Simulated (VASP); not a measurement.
# KCdCO3F (P-6m2) in VASP: a series of runs

KCdCO3F is run at these levels: PBE; tasks: single point, relaxation of the atoms.

Everything below comes from runs of VASP 6.6.1. Logs are shortened: lines on timing, memory, paths and dates and some standing lists are left out, and cuts for length are marked.

## 1. The cell of the first run

The structure is hexagonal, space group P-6m2 (No. 187). Conventional cell: a = 5.132 Å, b = 5.132 Å, c = 4.432 Å, α = 90.00°, β = 90.00°, γ = 120.00°. Within 3.8 Å of K (site symmetry -6m2) lie 6 O at 2.78 Å and 3 F at 2.96 Å and 6 Cd at 3.70 Å and 6 C at 3.70 Å. Cd (site symmetry -6m2) has 2 F at 2.22 Å and 6 O at 2.57 Å and 3 C at 2.96 Å within 3.0 Å. Within 1.7 Å of C (site symmetry -6m2) lie 3 O at 1.29 Å. O (site symmetry mm2) has 1 C at 1.29 Å within 1.7 Å. F (site symmetry -6m2) has 2 Cd at 2.22 Å and 3 K at 2.96 Å within 3.0 Å.

## 2. Single point, PBE

Input file INCAR:

```
SYSTEM = KCdCO3F
PREC     = Accurate       ! precision mode
ENCUT    = 520            ! plane-wave cutoff, eV
EDIFF    = 1E-6           ! SCF threshold, eV
ISMEAR   = -1             ! smearing method
SIGMA    = 0.02           ! smearing width, eV
LREAL    = .False.        ! projectors in reciprocal space
LASPH    = .True.         ! aspherical terms in the spheres
NELM     = 80             ! most SCF steps
ALGO     = Normal         ! electronic algorithm
ISIF     = 2              ! what is computed and relaxed
LWAVE    = .False.        ! write WAVECAR
LCHARG   = .False.        ! write CHGCAR
GGA      = PE             ! functional
NBANDS   = 34             ! bands
```

Input file KPOINTS:

```
Automatic mesh
0
Gamma
  5 5 5
  0 0 0
```

Input file POSCAR:

```
KCdCO3F
1.0
    5.1324000000      0.0000000000      0.0000000000
   -2.5662000000      4.4447887824      0.0000000000
    0.0000000000      0.0000000000      4.4324000000
K Cd C O F
1 1 1 3 1
Direct
    0.0000000000      0.0000000000      0.0000000000
    0.6666666667      0.3333333333      0.5000000000
    0.3333333333      0.6666666667      0.5000000000
    0.1879054407      0.3758108815      0.5000000000
    0.1879054407      0.8120945593      0.5000000000
    0.6241891185      0.8120945593      0.5000000000
    0.6666666667      0.3333333333      0.0000000000
```

Potentials or basis: VASP PAW PBE potentials, release 64 (K_sv, Cd, C, O, F).

Launch:

```sh
$ cat potpaw_PBE.64/K_sv/POTCAR potpaw_PBE.64/Cd/POTCAR potpaw_PBE.64/C/POTCAR potpaw_PBE.64/O/POTCAR potpaw_PBE.64/F/POTCAR > POTCAR
$ mpirun -np 1 vasp_std > vasp.out
```

OUTCAR:

```text
SYSTEM = KCdCO3F
   PREC = Accurate
   ENCUT = 520
   EDIFF = 1E-6
   ISMEAR = -1
   LREAL = .False.
   LASPH = .True.
   NELM = 80
   ISIF = 2
   GGA = PE

 ion  position               nearest neighbor table
   1  0.000  0.000  0.000-   5 2.78   5 2.78   6 2.78   6 2.78   4 2.78   4 2.78   2 3.70   2 3.70
                             2 3.70   2 3.70   2 3.70   2 3.70
   2  0.667  0.333  0.500-   7 2.22   7 2.22   4 2.57   6 2.57   5 2.57   5 2.57   4 2.57   6 2.57
                             1 3.70   1 3.70   1 3.70   1 3.70   1 3.70   1 3.70
   3  0.333  0.667  0.500-   5 1.29   6 1.29   4 1.29
   4  0.188  0.376  0.500-   3 1.29   2 2.57   2 2.57   1 2.78   1 2.78
   5  0.188  0.812  0.500-   3 1.29   2 2.57   2 2.57   1 2.78   1 2.78
   6  0.624  0.812  0.500-   3 1.29   2 2.57   2 2.57   1 2.78   1 2.78
   7  0.667  0.333  0.000-   2 2.22   2 2.22

  LATTYP: Found a hexagonal cell.
 ALAT       =     5.1324000000
 C/A-ratio  =     0.8636115657

  Lattice vectors:

 A1 = (   5.1324000000,   0.0000000000,   0.0000000000)
 A2 = (  -2.5662000000,   4.4447887824,   0.0000000000)
 A3 = (   0.0000000000,   0.0000000000,   4.4324000000)

Analysis of symmetry for initial positions (statically):
=====================================================================
 Subroutine PRICEL returns:
 Original cell was already a primitive cell.

 Routine SETGRP: Setting up the symmetry group for a
 hexagonal supercell.

 Subroutine GETGRP returns: Found 12 space group operations
 (whereof 12 operations were pure point group operations)
 out of a pool of 24 trial point group operations.

The static configuration has the point symmetry D_3h.

Analysis of symmetry for dynamics (positions and initial velocities):
=====================================================================
 Subroutine PRICEL returns:
 Original cell was already a primitive cell.

 Routine SETGRP: Setting up the symmetry group for a
 hexagonal supercell.

 Subroutine GETGRP returns: Found 12 space group operations
 (whereof 12 operations were pure point group operations)
 out of a pool of 24 trial point group operations.

The dynamic configuration has the point symmetry D_3h.

 Subroutine INISYM returns: Found 12 space group operations
 (whereof 12 operations are pure point group operations),
 and found     1 'primitive' translations

----------------------------------------------------------------------------------------

                                     Primitive cell

  volume of cell :     101.1138
[... 94 lines left out ...]
   NFREE  =      0    steps in history (QN), initial steepest desc. (CG)
   ISIF   =      2    stress and relaxation
   ISYM   =      2    0-nonsym 1-usesym 2-fastsym
   POTIM  = 0.5000    time-step for ionic-motion
   TEBEG  =    0.0;   TEEND  =   0.0 temperature during run
   PSTRESS=    0.0 pullay stress
   NELECT =      50.0000    total number of electrons
   NUPDOWN=      -1.0000    fix difference up-down
   EMIN   =  10.00;   EMAX   =-10.00  energy-range for DOS
   EFERMI =   0.00;   METHOD = LEGACY
   ISMEAR =    -1;   SIGMA  =   0.02  broadening in eV -4-tet -1-fermi 0-gaus
   EFERMI_NEDOS =   21; number of points for ismear=-14 and -15
   IALGO  =     38    algorithm
   IMIX   =      4    mixing-type and parameters
     AMIX     =   0.40;   BMIX     =  1.00
     AMIX_MAG =   1.60;   BMIX_MAG =  1.00
  volume/ion in A,a.u.               =      14.44        97.48
  Fermi-wavevector in a.u.,A,eV,Ry     =   1.294577  2.446396 22.802416  1.675930
  Thomas-Fermi vector in A             =   2.426151
   LORBIT       =      0    0 simple, 1 ext, 2 COOP (PROOUT), +10 PAW based schemes
   GGA     = PE    functional components
   LHFCALC =     F    Hartree Fock is set to
   AEXX    =    0.0000 exact exchange contribution
   IVDW    =     0    specifies the selected vdW correction
   LEPSILON=     F    determine dielectric tensor
   LRPA    =     F    only Hartree local field effects (RPA)
 non-spin polarized calculation
  energy-cutoff  :      520.00
  volume of cell :      101.11
 maximum number of plane-waves:      2801
 NGX is ok and might be reduce to    40
   NGX = 19   NGY = 19   NGZ = 17

 number of electron      49.9999991 magnetization

 Free energy of the ion-electron system (eV)
  ---------------------------------------------------
  ext. energy  EPLUGINS =         0.00000000
  ---------------------------------------------------
  free energy    TOTEN  =       -39.81296807 eV

  energy without entropy =      -39.81296807  energy(sigma->0) =      -39.81296807

 E-fermi :   0.4231     XC(G=0):  -9.2841

 val. band max:       -0.0112032402   @ k =   0.0000   0.0000   0.4000
 cond. band min:       1.7950672705   @ k =   0.0000   0.0000   0.0000
 fundamental gap:      1.8062705107
 Fermi energy:         0.4230601924

 k-point     1 :       0.0000    0.0000    0.0000
  band No.  band energies     occupation
      1     -27.7302      2.00000
      2     -21.8834      2.00000
      3     -21.7289      2.00000
      4     -18.5637      2.00000
      5     -18.5637      2.00000
      6     -11.2844      2.00000
[... 544 lines left out ...]
     33      10.5386      0.00000
     34      10.7653      0.00000

------------------------ aborting loop because EDIFF is reached ----------------------------------------

  FORCE on cell =-STRESS in cart. coord.  units (eV):
  Direction    XX          YY          ZZ          XY          YZ          ZX
  --------------------------------------------------------------------------------------
  -------------------------------------------------------------------------------------
  Total        0.8784713      0.8784713      1.1200810      0.0000000     -0.0000000      0.0000000
  in kB       13.9196264     13.9196264     17.7480005      0.0000000     -0.0000000      0.0000000
  external PRESSURE =      15.1957511 kB  Pullay stress =       0.0000000 kB

 VOLUME and BASIS-vectors are now :
 -----------------------------------------------------------------------------
  energy-cutoff  :      520.00
  volume of cell :      101.11
      direct lattice vectors                 reciprocal lattice vectors
     5.132400000  0.000000000  0.000000000     0.194840620  0.112491285  0.000000000
    -2.566200000  4.444788782  0.000000000     0.000000000  0.224982569  0.000000000
     0.000000000  0.000000000  4.432400000     0.000000000  0.000000000  0.225611407

 POSITION                                       TOTAL-FORCE (eV/Angst)
 -----------------------------------------------------------------------------------
      0.00000      0.00000      0.00000        -0.000000      0.000000      0.000000
      2.56620      1.48160      2.21620        -0.000000      0.000000      0.000000
     -0.00000      2.96319      2.21620        -0.000000      0.000000      0.000000
     -0.00000      1.67040      2.21620        -0.000000     -0.252870     -0.000000
     -1.11959      3.60959      2.21620        -0.218992      0.126435      0.000000
      1.11959      3.60959      2.21620         0.218992      0.126435      0.000000
      2.56620      1.48160      0.00000        -0.000000     -0.000000      0.000000
 -----------------------------------------------------------------------------------
    total drift:                               -0.000001      0.000001      0.000000

  FREE ENERGIE OF THE ION-ELECTRON SYSTEM (eV)
  ---------------------------------------------------
  free  energy   TOTEN  =       -39.8129680737 eV

  energy  without entropy=      -39.8129680736  energy(sigma->0) =      -39.81296807
```

OSZICAR:

```text
N       E                     dE             d eps       ncg     rms          rms(c)
DAV:   1     0.409811263070E+03    0.40981E+03   -0.27114E+04  1020   0.144E+03
DAV:   2    -0.170127097846E+02   -0.42682E+03   -0.40603E+03  1162   0.381E+02
DAV:   3    -0.440797299016E+02   -0.27067E+02   -0.26903E+02  1256   0.100E+02
DAV:   4    -0.448457543947E+02   -0.76602E+00   -0.76497E+00  1696   0.133E+01
DAV:   5    -0.448495231057E+02   -0.37687E-02   -0.37681E-02  1284   0.962E-01    0.145E+01
DAV:   6    -0.398771742450E+02    0.49723E+01   -0.15429E+01  1214   0.414E+01    0.817E+00
DAV:   7    -0.398607108949E+02    0.16463E-01   -0.20789E+00  1208   0.951E+00    0.537E+00
DAV:   8    -0.398294168059E+02    0.31294E-01   -0.52613E-01  1220   0.479E+00    0.107E+00
DAV:   9    -0.398111168023E+02    0.18300E-01   -0.13600E-01  1272   0.273E+00    0.469E-01
DAV:  10    -0.398122422312E+02   -0.11254E-02   -0.14846E-02  1104   0.887E-01    0.208E-01
DAV:  11    -0.398125888886E+02   -0.34666E-03   -0.15430E-03  1164   0.243E-01    0.857E-02
DAV:  12    -0.398129218991E+02   -0.33301E-03   -0.30625E-04  1100   0.132E-01    0.297E-02
DAV:  13    -0.398129667608E+02   -0.44862E-04   -0.52469E-05  1228   0.624E-02    0.690E-03
DAV:  14    -0.398129681915E+02   -0.14307E-05   -0.79337E-06  1278   0.230E-02    0.449E-03
DAV:  15    -0.398129680737E+02    0.11785E-06   -0.14641E-06   814   0.108E-02
   1 F= -.39812968E+02 E0= -.39812968E+02  d E =-.150900E-10
```

It took 38 s on 1 thread of Intel Xeon Platinum 8488C (Sapphire Rapids), shared host; peak memory 0.26 GiB.

Results:

```
Free energy            : -39.8130 eV
Pressure               : 1.5 GPa
Largest force          : 0.253 eV/Å
Band gap on the k mesh : 1.81 eV
```

Forces in eV/Å, atoms in the order of the input:
```
K    0.000  0.000  0.000
Cd   0.000  0.000  0.000
C    0.000  0.000  0.000
O    0.000 -0.253  0.000
O   -0.219  0.126  0.000
O    0.219  0.126  0.000
F    0.000  0.000  0.000
```

Levels at points of the mesh, in eV from the valence-band top:
```tsv
k point	band 23	band 24	band 25	band 26	band 27	band 28
(0.00, 0.00, 0.00)	-1.44	-1.44	0.00	1.81	5.84	6.30
```

## 3. Relaxation of the atoms, PBE

Input file INCAR:

```
ALGO = Normal ; EDIFF = 1E-7
EDIFFG = -0.02 ; ENCUT = 520
GGA = PE ; IBRION = 2
ISIF = 2 ; ISMEAR = -1
LASPH = T ; LCHARG = F
LREAL = F ; LWAVE = F
NELM = 100 ; NSW = 80
PREC = Accurate ; SIGMA = 0.02
```

Input file KPOINTS:

```
k-points
0
Gamma
  5 5 5
```

POSCAR, as its differences from that of step 2:

```diff
@@ -11,5 +11,5 @@
     0.3333333333      0.6666666667      0.5000000000
-    0.1879054407      0.3758108815      0.5000000000
-    0.1879054407      0.8120945593      0.5000000000
-    0.6241891185      0.8120945593      0.5000000000
+    0.1925000000      0.3850000000      0.5000000000
+    0.1925000000      0.8075000000      0.5000000000
+    0.6150000000      0.8075000000      0.5000000000
     0.6666666667      0.3333333333      0.0000000000
```

Potentials or basis: VASP PAW PBE potentials, release 64 (K_sv, Cd, C, O, F).

Launch:

```sh
$ cat potpaw_PBE.64/K_sv/POTCAR potpaw_PBE.64/Cd/POTCAR potpaw_PBE.64/C/POTCAR potpaw_PBE.64/O/POTCAR potpaw_PBE.64/F/POTCAR > POTCAR
$ mpirun -np 1 vasp_std > vasp.out
```

Run time: 1.7 min. Hardware: 1 thread of Intel Xeon Platinum 8488C (Sapphire Rapids), shared host; peak memory 0.27 GiB.

The run converged. Its results:

* Free energy: -39.8144 eV
* Energy gained by relaxing: 31.4 meV/atom
* Ionic steps: 4
* Pressure after relaxing: 1.1 GPa
* Largest force after relaxing: 0.010 eV/Å
* Band gap on the k mesh: 1.82 eV

Forces on the atoms (eV/Å):
```
K    0.000  0.000  0.000
Cd   0.000  0.000  0.000
C    0.000  0.000  0.000
O    0.000  0.010  0.000
O    0.008 -0.005  0.000
O   -0.008 -0.005  0.000
F    0.000  0.000  0.000
```

Stress tensor (GPa, compression positive):
```
0.68 0.00 0.00
0.00 0.68 0.00
0.00 0.00 1.81
```

Step by step:
| step | energy change (eV) | largest force (eV/Å) | pressure (GPa) |
| --- | --- | --- | --- |
| 1 | 0.0000 | 3.4481 | 6.98 |
| 2 | 0.9436 | 5.6293 | -8.51 |
| 3 | -0.2197 | 0.0720 | 0.95 |
| 4 | -0.2198 | 0.0096 | 1.06 |

Final structure:
```
K Cd C O F
1.0
     5.13240    0.00000    0.00000
    -2.56620    4.44479    0.00000
     0.00000    0.00000    4.43240
K Cd C O F
1 1 1 3 1
Direct
  0.00000 0.00000 0.00000
  0.66667 0.33333 0.50000
  0.33333 0.66667 0.50000
  0.18747 0.37494 0.50000
  0.18747 0.81253 0.50000
  0.62506 0.81253 0.50000
  0.66667 0.33333 0.00000
```

Levels at points of the mesh, in eV from the valence-band top:
| k point | band 22 | band 23 | band 24 | band 25 | band 26 | band 27 | band 28 | band 29 |
| --- | --- | --- | --- | --- | --- | --- | --- | --- |
| (0.00, 0.00, 0.00) | -1.74 | -1.43 | -1.43 | 0.00 | 1.82 | 5.80 | 6.31 | 8.90 |
